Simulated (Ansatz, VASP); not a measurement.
## Two plane-wave programs on AlAs

Contents of INCAR:

```
PREC     = Accurate       # precision mode
ENCUT    = 500            # plane-wave cutoff, eV
EDIFF    = 1E-6           # SCF threshold, eV
ISMEAR   = 0              # smearing method
SIGMA    = 0.02           # smearing width, eV
LREAL    = F              # projectors in reciprocal space
LASPH    = T              # aspherical terms in the spheres
NELM     = 120            # most SCF steps
ALGO     = Normal         # electronic algorithm
ISIF     = 2              # what is computed and relaxed
LWAVE    = F              # write WAVECAR
LCHARG   = T              # write CHGCAR
LELF     = T              # ELF
LVHAR    = T            
NBANDS   = 11             # bands
GGA_COMPAT= F
```

File KPOINTS:

```
regular mesh
0
Gamma
  8 8 8
```

File POSCAR:

```
AlAs
1.0
    0.0000000000      2.8145443629      2.8145443629
    2.8145443629      0.0000000000      2.8145443629
    2.8145443629      2.8145443629      0.0000000000
Al As
1 1
Direct
    0.0000000000      0.0000000000      0.0000000000
    0.2500000000      0.2500000000      0.2500000000
```

Input for Ansatz:

```yaml
crystal:
  lattice:
    - [0.0, 2.8145443629, 2.8145443629]
    - [2.8145443629, 0.0, 2.8145443629]
    - [2.8145443629, 2.8145443629, 0.0]
  atoms:
    - { symbol: Al, position: [0.0, 0.0, 0.0] }
    - { symbol: As, position: [0.25, 0.25, 0.25] }
basis:
  ecutwfc: 420
kpoints:
  mp_grid: { grid: [8, 8, 8] }
  band_path:
    path:
      - [[0.0, 0.0, 0.0], [-0.5, -0.5, 0.0], [-0.375, -0.375, 0.25]]
      - [[-0.375, 0.0, 0.375], [0.0, 0.0, 0.0], [0.0, 0.0, 0.5], [-0.5, -0.25, 0.25], [-0.5, -0.5, 0.0]]
    npoints: 10
hamiltonian:
  xc: lda
scf:
  occupations: { method: gaussian, width: 0.02 }
  n_extra_bands: 7
output:
  forces: true
  stress: true
  eigenvalues: true
```

Alike in both runs: task single point; functional LDA; k mesh 8 × 8 × 8; occupations gaussian, width 0.02 eV; no spin polarisation.

```csv
,VASP,Ansatz
version,VASP 6.6.1,Ansatz 0.2.0
potentials or method,"VASP PAW LDA potentials, release 64 (Al, As), cutoff 500 eV","scalar-relativistic, plane waves, PAW"
valence electrons in the cell,8,18
```

|  | VASP | Ansatz | Ansatz less VASP |
| --- | --- | --- | --- |
| gap on the k mesh at the Fermi level (eV) | 1.31 | 1.32 | +0.013 |
| least direct gap on the mesh (eV) | 2.02 | 1.98 | -0.035 |
| pressure (GPa) | 0.4 | 0.0 | -0.35 |

LDA's correlation is that of Perdew and Zunger in VASP and of Perdew and Wang (1992) in Ansatz. VASP's potentials hold 8 valence electrons a cell and Ansatz's 18, so a difference there can come from the potentials and not from the codes.
